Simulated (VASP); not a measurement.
# SrMg (Pm-3m) in VASP: notebook

The runs below take SrMg through single point, relaxation of cell and atoms, with LDA.

Program: VASP 6.6.1. These are calculated values, not measurements. Logs are shortened: lines on timing, memory, paths and dates and some standing lists are left out, and cuts for length are marked.

### Step 1. The cell of the first run

The structure is cubic, space group Pm-3m (No. 221). Conventional cell: a = 4.053 Å, b = 4.053 Å, c = 4.053 Å, α = 90.00°, β = 90.00°, γ = 90.00°. Within 4.6 Å of Sr (site symmetry m-3m) lie 8 Mg at 3.51 Å and 6 Sr at 4.05 Å. Within 4.6 Å of Mg (site symmetry m-3m) lie 8 Sr at 3.51 Å and 6 Mg at 4.05 Å.

### Step 2. Single point, LDA

INCAR reads:

```
  PREC = Accurate
  ENCUT = 520
  EDIFF = 1E-7
  ISMEAR = 0
  SIGMA = 0.1
  LREAL = False
  LASPH = True
  NELM = 80
  ALGO = Normal
  ISIF = 2
  LWAVE = False
  LCHARG = False
  NBANDS = 13
```

KPOINTS reads:

```
regular mesh
0
Gamma
  5 5 5
```

POSCAR reads:

```
SrMg
1.0
    4.0534408073      0.0000000000      0.0000000000
    0.0000000000      4.0534408073      0.0000000000
    0.0000000000      0.0000000000      4.0534408073
Sr Mg
1 1
Direct
    0.5000000000      0.5000000000      0.5000000000
    0.0000000000      0.0000000000      0.0000000000
```

Potentials or basis: VASP PAW LDA potentials, release 64 (Sr_sv, Mg).

Launch:

```sh
$ cat potpaw_LDA.64/Sr_sv/POTCAR potpaw_LDA.64/Mg/POTCAR > POTCAR
$ mpirun -np 1 vasp_std > vasp.out
```

OUTCAR:

```text
PREC = Accurate
   ENCUT = 520
   EDIFF = 1E-7
   ISMEAR = 0
   LREAL = False
   LASPH = True
   NELM = 80
   ISIF = 2

 ion  position               nearest neighbor table
   1  0.500  0.500  0.500-   2 3.51   2 3.51   2 3.51   2 3.51   2 3.51   2 3.51   2 3.51   2 3.51

   2  0.000  0.000  0.000-   1 3.51   1 3.51   1 3.51   1 3.51   1 3.51   1 3.51   1 3.51   1 3.51

  LATTYP: Found a simple cubic cell.
 ALAT       =     4.0534408073

  Lattice vectors:

 A1 = (   4.0534408073,   0.0000000000,   0.0000000000)
 A2 = (   0.0000000000,   4.0534408073,   0.0000000000)
 A3 = (   0.0000000000,   0.0000000000,   4.0534408073)

Analysis of symmetry for initial positions (statically):
=====================================================================
 Subroutine PRICEL returns:
 Original cell was already a primitive cell.

 Routine SETGRP: Setting up the symmetry group for a
 simple cubic supercell.

 Subroutine GETGRP returns: Found 48 space group operations
 (whereof 48 operations were pure point group operations)
 out of a pool of 48 trial point group operations.

The static configuration has the point symmetry O_h .

Analysis of symmetry for dynamics (positions and initial velocities):
=====================================================================
 Subroutine PRICEL returns:
 Original cell was already a primitive cell.

 Routine SETGRP: Setting up the symmetry group for a
 simple cubic supercell.

 Subroutine GETGRP returns: Found 48 space group operations
 (whereof 48 operations were pure point group operations)
 out of a pool of 48 trial point group operations.

The dynamic configuration has the point symmetry O_h .

 Subroutine INISYM returns: Found 48 space group operations
 (whereof 48 operations are pure point group operations),
 and found     1 'primitive' translations

----------------------------------------------------------------------------------------

                                     Primitive cell

  volume of cell :      66.5996

  direct lattice vectors                    reciprocal lattice vectors
     4.053440807  0.000000000  0.000000000     0.246703985  0.000000000  0.000000000
     0.000000000  4.053440807  0.000000000     0.000000000  0.246703985  0.000000000
     0.000000000  0.000000000  4.053440807     0.000000000  0.000000000  0.246703985

  length of vectors
     4.053440807  4.053440807  4.053440807     0.246703985  0.246703985  0.246703985

  position of ions in fractional coordinates (direct lattice)
     0.500000000  0.500000000  0.500000000
     0.000000000  0.000000000  0.000000000

  ion indices of the primitive-cell ions
   primitive index   ion index
                 1           1
                 2           2

----------------------------------------------------------------------------------------

 KPOINTS: regular mesh

Automatic generation of k-mesh.
 Grid dimensions read from file:
 generate k-points for:    5    5    5

 Generating k-lattice:

  Cartesian coordinates                     Fractional coordinates (reciprocal lattice)
     0.049340797  0.000000000  0.000000000     0.200000000  0.000000000  0.000000000
     0.000000000  0.049340797  0.000000000     0.000000000  0.200000000  0.000000000
     0.000000000  0.000000000  0.049340797     0.000000000  0.000000000  0.200000000

  Length of vectors
     0.049340797  0.049340797  0.049340797

  Shift w.r.t. Gamma in fractional coordinates (k-lattice)
     0.000000000  0.000000000  0.000000000

 Subroutine IBZKPT returns following result:
 ===========================================

 Found     10 irreducible k-points:

 Following reciprocal coordinates:
            Coordinates               Weight
  0.000000  0.000000  0.000000      1.000000
  0.200000  0.000000  0.000000      6.000000
  0.400000  0.000000  0.000000      6.000000
  0.200000  0.200000  0.000000     12.000000
  0.400000  0.200000  0.000000     24.000000
  0.400000  0.400000  0.000000     12.000000
  0.200000  0.200000  0.200000      8.000000
  0.400000  0.200000  0.200000     24.000000
  0.400000  0.400000  0.200000     24.000000
  0.400000  0.400000  0.400000      8.000000
   k-points           NKPTS =     10   k-points in BZ     NKDIM =     10   number of bands    NBANDS=     13
   number of dos      NEDOS =    301   number of ions     NIONS =      2
   total plane-waves  NPLWV =  27000
   dimension x,y,z NGX =    30 NGY =   30 NGZ =   30
   dimension x,y,z NGXF=    60 NGYF=   60 NGZF=   60
   ions per type =               1   1
   NGX,Y,Z   is equivalent  to a cutoff of  12.30, 12.30, 12.30 a.u.
   NGXF,Y,Z  is equivalent  to a cutoff of  24.61, 24.61, 24.61 a.u.
 SYSTEM =  unknown system
   PREC   = accura    normal or accurate (medium, high low for compatibility)
   ISTART =      0    job   : 0-new  1-cont  2-samecut
   ICHARG =      2    charge: 1-file 2-atom 10-const
   ISPIN  =      1    spin polarized calculation?
   LNONCOLLINEAR =      F non collinear calculations
   LSORBIT =      F    spin-orbit coupling
   LASPH  =      T    aspherical Exc in radial PAW
   ENCUT  =  520.0 eV  38.22 Ry    6.18 a.u.   7.54  7.54  7.54*2*pi/ulx,y,z
   NELM   =     80;   NELMIN=  2; NELMDL= -5     # of ELM steps
   EDIFF  = 0.1E-06   stopping-criterion for ELM
   LREAL  =      F    real-space projection
   EDIFFG = 0.1E-05   stopping-criterion for IOM
   NSW    =      0    number of steps for IOM
   IBRION =     -1    ionic relax: 0-MD 1-quasi-New 2-CG
   NFREE  =      0    steps in history (QN), initial steepest desc. (CG)
   ISIF   =      2    stress and relaxation
   ISYM   =      2    0-nonsym 1-usesym 2-fastsym
   POTIM  = 0.5000    time-step for ionic-motion
   TEBEG  =    0.0;   TEEND  =   0.0 temperature during run
   PSTRESS=    0.0 pullay stress
   NELECT =      12.0000    total number of electrons
   NUPDOWN=      -1.0000    fix difference up-down
   EMIN   =  10.00;   EMAX   =-10.00  energy-range for DOS
   EFERMI =   0.00;   METHOD = LEGACY
   ISMEAR =     0;   SIGMA  =   0.10  broadening in eV -4-tet -1-fermi 0-gaus
   EFERMI_NEDOS =   21; number of points for ismear=-14 and -15
   IALGO  =     38    algorithm
   IMIX   =      4    mixing-type and parameters
     AMIX     =   0.40;   BMIX     =  1.00
     AMIX_MAG =   1.60;   BMIX_MAG =  1.00
  volume/ion in A,a.u.               =      33.30       224.72
  Fermi-wavevector in a.u.,A,eV,Ry     =   0.924651  1.747338 11.632714  0.854980
  Thomas-Fermi vector in A             =   2.050420
   LORBIT       =      0    0 simple, 1 ext, 2 COOP (PROOUT), +10 PAW based schemes
   GGA     = CA    functional components
   LHFCALC =     F    Hartree Fock is set to
   AEXX    =    0.0000 exact exchange contribution
   IVDW    =     0    specifies the selected vdW correction
   LEPSILON=     F    determine dielectric tensor
   LRPA    =     F    only Hartree local field effects (RPA)
 non-spin polarized calculation
 Gauss-broadening in eV      SIGMA  =   0.10
  energy-cutoff  :      520.00
  volume of cell :       66.60
 maximum number of plane-waves:      1812
 NGX is ok and might be reduce to    30
   NGX = 15   NGY = 15   NGZ = 15

 number of electron      11.9999999 magnetization

 Free energy of the ion-electron system (eV)
  ---------------------------------------------------
  ext. energy  EPLUGINS =         0.00000000
  ---------------------------------------------------
  free energy    TOTEN  =        -3.94567375 eV

  energy without entropy =       -3.93744265  energy(sigma->0) =       -3.94155820

 E-fermi :   2.0590     XC(G=0):  -8.4552

 val. band max:        2.0027342328   @ k =   0.4000   0.4000   0.2000
 cond. band min:       2.2273352785   @ k =   0.4000   0.4000   0.0000
 fundamental gap:      0.2246010456
 Fermi energy:         2.0590449460

 k-point     1 :       0.0000    0.0000    0.0000
  band No.  band energies     occupation
      1     -33.5469      2.00000
      2     -15.6010      2.00000
      3     -15.6010      2.00000
      4     -15.6010      2.00000
      5      -2.8998      2.00000
      6       2.8311      0.00000
      7       2.8311      0.00000
      8       6.0910      0.00000
      9       6.0910      0.00000
     10       6.0910      0.00000
     11       6.7865      0.00000
     12       6.7865      0.00000
     13       6.7865      0.00000

 k-point     2 :       0.2000    0.0000    0.0000
  band No.  band energies     occupation
      1     -33.5433      2.00000
      2     -15.6733      2.00000
      3     -15.5946      2.00000
      4     -15.5946      2.00000
      5      -2.4570      2.00000
      6       2.2773      0.00202
      7       3.0754      0.00000
      8       5.1470      0.00000
      9       5.1470      0.00000
     10       5.8193      0.00000
     11       6.9040      0.00000
     12       7.8612      0.00000
     13       7.8612      0.00000

 k-point     3 :       0.4000    0.0000    0.0000
  band No.  band energies     occupation
      1     -33.5374      2.00000
      2     -15.7871      2.00000
      3     -15.5842      2.00000
      4     -15.5842      2.00000
      5      -1.2473      2.00000
      6       0.5309      2.00000
      7       3.6053      0.00000
      8       4.4226      0.00000
      9       4.4226      0.00000
     10       7.1149      0.00000
     11       7.2612      0.00000
     12       7.5915      0.00000
     13       9.1248      0.00000

 k-point     4 :       0.2000    0.2000    0.0000
  band No.  band energies     occupation
      1     -33.5396      2.00000
      2     -15.6688      2.00000
      3     -15.6619      2.00000
      4     -15.5883      2.00000
      5      -2.0428      2.00000
      6       2.5169      0.00000
      7       2.5446      0.00000
      8       4.3449      0.00000
      9       5.0799      0.00000
     10       6.1222      0.00000
     11       6.7439      0.00000
     12       7.0744      0.00000
     13       9.0501      0.00000

 k-point     5 :       0.4000    0.2000    0.0000
  band No.  band energies     occupation
      1     -33.5338      2.00000
      2     -15.7768      2.00000
      3     -15.6524      2.00000
      4     -15.5780      2.00000
      5      -0.9439      2.00000
      6       0.8319      2.00000
      7       3.1321      0.00000
      8       4.0154      0.00000
      9       4.6431      0.00000
     10       6.1153      0.00000
     11       7.4464      0.00000
     12       7.7053      0.00000
     13       8.9420      0.00000

 k-point     6 :       0.4000    0.4000    0.0000
  band No.  band energies     occupation
      1     -33.5280      2.00000
      2     -15.7613      2.00000
      3     -15.7587      2.00000
      4     -15.5679      2.00000
      5      -0.3501      2.00000
      6       1.4774      2.00000
      7       2.2273      0.01731
      8       3.4117      0.00000
      9       5.0726      0.00000
     10       5.3111      0.00000
     11       7.7134      0.00000
     12       7.8664      0.00000
     13       8.7347      0.00000

 k-point     7 :       0.2000    0.2000    0.2000
  band No.  band energies     occupation
      1     -33.5361      2.00000
      2     -15.6638      2.00000
      3     -15.6546      2.00000
      4     -15.6546      2.00000
      5      -1.6574      2.00000
      6       2.6448      0.00000
      7       2.6448      0.00000
      8       3.5312      0.00000
      9       4.9841      0.00000
     10       4.9841      0.00000
     11       8.0733      0.00000
     12       8.0733      0.00000
     13       8.1701      0.00000

 k-point     8 :       0.4000    0.2000    0.2000
  band No.  band energies     occupation
      1     -33.5303      2.00000
      2     -15.7670      2.00000
      3     -15.6475      2.00000
      4     -15.6426      2.00000
      5      -0.6625      2.00000
      6       1.1658      2.00000
      7       2.8024      0.00000
      8       4.2215      0.00000
      9       4.2395      0.00000
     10       5.1555      0.00000
     11       7.6823      0.00000
     12       8.0476      0.00000
     13       9.3596      0.00000

 k-point     9 :       0.4000    0.4000    0.2000
  band No.  band energies     occupation
      1     -33.5246      2.00000
      2     -15.7522      2.00000
      3     -15.7499      2.00000
      4     -15.6332      2.00000
      5      -0.0610      2.00000
      6       1.7267      2.00000
      7       2.0027      1.57417
      8       3.5760      0.00000
      9       4.7459      0.00000
     10       5.2226      0.00000
     11       6.2704      0.00000
     12       8.2271      0.00000
     13       8.4620      0.00000

 k-point    10 :       0.4000    0.4000    0.4000
  band No.  band energies     occupation
      1     -33.5189      2.00000
      2     -15.7382      2.00000
      3     -15.7354      2.00000
      4     -15.7354      2.00000
      5       0.6446      2.00000
      6       1.6584      2.00000
      7       1.6584      2.00000
      8       3.8377      0.00000
      9       4.8071      0.00000
     10       5.2028      0.00000
     11       5.2028      0.00000
     12       8.6897      0.00000
     13       8.6897      0.00000

------------------------ aborting loop because EDIFF is reached ----------------------------------------

  FORCE on cell =-STRESS in cart. coord.  units (eV):
  Direction    XX          YY          ZZ          XY          YZ          ZX
  --------------------------------------------------------------------------------------
  -------------------------------------------------------------------------------------
  Total       -0.0754100     -0.0754100     -0.0754100      0.0000000     -0.0000000      0.0000000
  in kB       -1.8141291     -1.8141291     -1.8141291      0.0000000     -0.0000000      0.0000000
  external PRESSURE =      -1.8141291 kB  Pullay stress =       0.0000000 kB

 VOLUME and BASIS-vectors are now :
 -----------------------------------------------------------------------------
  energy-cutoff  :      520.00
  volume of cell :       66.60
      direct lattice vectors                 reciprocal lattice vectors
     4.053440807  0.000000000  0.000000000     0.246703985  0.000000000  0.000000000
     0.000000000  4.053440807  0.000000000     0.000000000  0.246703985  0.000000000
     0.000000000  0.000000000  4.053440807     0.000000000  0.000000000  0.246703985

 POSITION                                       TOTAL-FORCE (eV/Angst)
 -----------------------------------------------------------------------------------
      2.02672      2.02672      2.02672         0.000000      0.000000      0.000000
      0.00000      0.00000      0.00000         0.000000      0.000000      0.000000
 -----------------------------------------------------------------------------------
    total drift:                                0.000000      0.000000      0.000000

  FREE ENERGIE OF THE ION-ELECTRON SYSTEM (eV)
  ---------------------------------------------------
  free  energy   TOTEN  =        -3.9456737506 eV

  energy  without entropy=       -3.9374426523  energy(sigma->0) =       -3.94155820
```

Wall time 4 s (1 thread of Intel Xeon 6975P-C (Granite Rapids), shared host); peak memory 0.14 GiB.

Results:

- Free energy: -3.9457 eV
- Pressure: -0.2 GPa
- Band gap on the k mesh: zero (band 6 reaches 2.83 eV, above the bottom of band 7 at 1.66 eV)

(Continued in part 2 of 2.)
